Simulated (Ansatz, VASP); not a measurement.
C: VASP beside Ansatz

```
C
1.0
     2.52055    0.00000    0.00000
    -1.26027    2.18286    0.00000
     0.00000    0.00000   12.42911
C
12
Direct
  0.00000 0.00000 0.18686
  0.00000 0.00000 0.68686
  0.00000 0.00000 0.31314
  0.00000 0.00000 0.81314
  0.33333 0.66667 0.52077
  0.66667 0.33333 0.02077
  0.33333 0.66667 0.97923
  0.66667 0.33333 0.47923
  0.33333 0.66667 0.64510
  0.66667 0.33333 0.14510
  0.33333 0.66667 0.85490
  0.66667 0.33333 0.35490
```

Alike in both runs: functional PBE; k mesh 12 × 12 × 2; occupations gaussian, width 0.02 eV; no spin polarisation.

Ansatz relaxed the structure, and its values are those at the end. VASP's run is a single point on that final structure, the one shown.

```csv
,VASP,Ansatz
version,VASP 6.6.1,Ansatz 0.2.0
potentials or method,"VASP PAW PBE potentials, release 64 (C), cutoff 520 eV","scalar-relativistic, plane waves, PAW"
valence electrons in the cell,48,48
```

```csv
,VASP,Ansatz,Ansatz less VASP
gap on the k mesh at the Fermi level (eV),4.44,4.44,+0.008
least direct gap on the mesh (eV),5.38,5.38,+0.006
pressure (GPa),0.6,0.0,-0.62
```
